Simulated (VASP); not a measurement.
**Li2ClF: single point with PBE**

The system is Li2ClF.

```
F Cl Li
1.0
     1.64380    0.94905    5.26376
    -1.64380    0.94905    5.26376
     0.00000   -1.89810    5.26376
F Cl Li
1 1 2
Cartesian
  1.6438 0.9490 5.2638
  0.0000 0.0000 7.8956
  0.0000 0.0000 4.1588
  0.0000 0.0000 11.6325
```

- Program: VASP 6.6.1
- Task: single point
- Functional: PBE
- Potentials or basis: VASP PAW PBE potentials, release 64 (F, Cl, Li_sv)
- Cutoff: 520 eV
- k mesh: 4 × 4 × 4
- Occupations: gaussian, width 0.01 eV
- Spin: no spin polarisation

| Property | Result |
| --- | --- |
| Largest force | 0.023 eV/Å |
| Band gap on the k mesh | 4.87 eV, direct |

Forces on the atoms (eV/Å):
```
F    0.000  0.000  0.000
Cl   0.000  0.000  0.000
Li   0.000  0.000 -0.023
Li   0.000  0.000  0.023
```

Levels at points of the mesh, in eV from the valence-band top:
```csv
k point,band 7,band 8,band 9,band 10,band 11,band 12,band 13,band 14
"(0.00, 0.00, 0.00)",-2.80,-1.47,0.00,0.00,4.87,7.90,10.90,10.90
"(0.50, 0.00, 0.00)",-3.11,-3.10,-2.08,-0.90,8.21,8.38,9.11,9.14
"(0.50, 0.50, 0.00)",-3.15,-2.59,-1.42,-0.80,6.52,8.30,9.27,10.35
"(0.50, 0.50, 0.50)",-2.80,-2.77,-0.02,-0.02,6.13,8.13,10.29,11.52
```

Wall time 29 s on 1 thread of Intel(R) Xeon(R) Platinum 8259CL CPU @ 2.50GHz (Skylake/Cascade Lake) (shared host), peak memory 0.23 GiB.

Caveat: the k points lie up to 0.56 Å⁻¹ apart. As with any semilocal functional, this PBE gap is likely too small.
